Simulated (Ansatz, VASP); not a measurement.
## Nb2Te2S: VASP beside Ansatz

The input INCAR:

```
PREC = Accurate ; ENCUT = 520
EDIFF = 1E-6 ; ISMEAR = 0
SIGMA = 0.1 ; LREAL = False
LASPH = True ; NELM = 150
ALGO = Normal ; ISIF = 2
LWAVE = False ; LCHARG = False
ISPIN = 2 ; MAGMOM = 0.9 0.9 -0.05 -0.05 0.01
LORBIT = 11 ; LMAXMIX = 4
GGA = PE ; NBANDS = 34
```

The input KPOINTS:

```
regular mesh
0
Gamma
  6 6 6
```

POSCAR

```
Nb2Te2S
1.0
    2.0142671600      1.1629376900      9.3355776300
   -2.0142671600      1.1629376900      9.3355776300
    0.0000000000     -2.3258753700      9.3355776300
Nb Te S
2 2 1
Direct
    0.6079999800      0.6079999800      0.6079999800
    0.3920000200      0.3920000200      0.3920000200
    0.2120000000      0.2120000000      0.2120000000
    0.7880000000      0.7880000000      0.7880000000
    0.0000000000      0.0000000000      0.0000000000
```

Input for Ansatz:

```yaml
crystal:
  lattice:
    - [2.01426716, 1.16293769, 9.33557763]
    - [-2.01426716, 1.16293769, 9.33557763]
    - [0.0, -2.32587537, 9.33557763]
  atoms:
    - { symbol: Nb, position: [0.60799998, 0.60799998, 0.60799998] }
    - { symbol: Nb, position: [0.39200002, 0.39200002, 0.39200002] }
    - { symbol: Te, position: [0.212, 0.212, 0.212] }
    - { symbol: Te, position: [0.788, 0.788, 0.788] }
    - { symbol: S, position: [0.0, 0.0, 0.0] }
basis:
  ecutwfc: 420
kpoints:
  mp_grid: { grid: [6, 6, 6] }
hamiltonian:
  xc: pbe
scf:
  occupations: { method: gaussian, width: 0.1 }
  lower_state_search: "off"
output:
  forces: true
  stress: true
  eigenvalues: true
  populations: true
magnetization:
  spin_polarized: true
```

Change from the starting cell: species swapped into the Bi2Te2S type (R-3m, No. 166).

Alike in both runs: task single point; functional PBE; k mesh 6 × 6 × 6; occupations gaussian, width 0.1 eV; collinear spin.

```csv
,VASP,Ansatz
version,VASP 6.6.1,Ansatz 0.2.0
potentials or method,"VASP PAW PBE potentials, release 64 (Nb_sv, Te, S), cutoff 520 eV","scalar-relativistic, plane waves, PAW"
valence electrons in the cell,44,64
```

|  | VASP | Ansatz | Ansatz less VASP |
| --- | --- | --- | --- |
| gap on the k mesh at the Fermi level (eV) | none | none | - |
| pressure (GPa) | -10.9 | -10.9 | +0.08 |
| traceless stress, the component that is largest in VASP (GPa) | 3.25 | 3.24 | -0.010 |
| rms of the force components (eV/Å) | 0.603 | 0.604 | +0.0009 |
| net moment per atom (μB) | 0.42 | 0.42 | -0.001 |
| size of the moment on the site where the two differ most (μB) | 0.83 | 0.82 | -0.010 |

Site moments also hang on the region over which each program counts them. Atom by atom the forces differ by 0.002 eV/Å (rms over components). A gap of «none» marks a metal or a gap that the smearing closes. VASP's potentials hold 44 valence electrons a cell and Ansatz's 64, so a difference there can come from the potentials and not from the codes. Ansatz's warnings: no starting moments.

Spin-orbit coupling is off throughout.
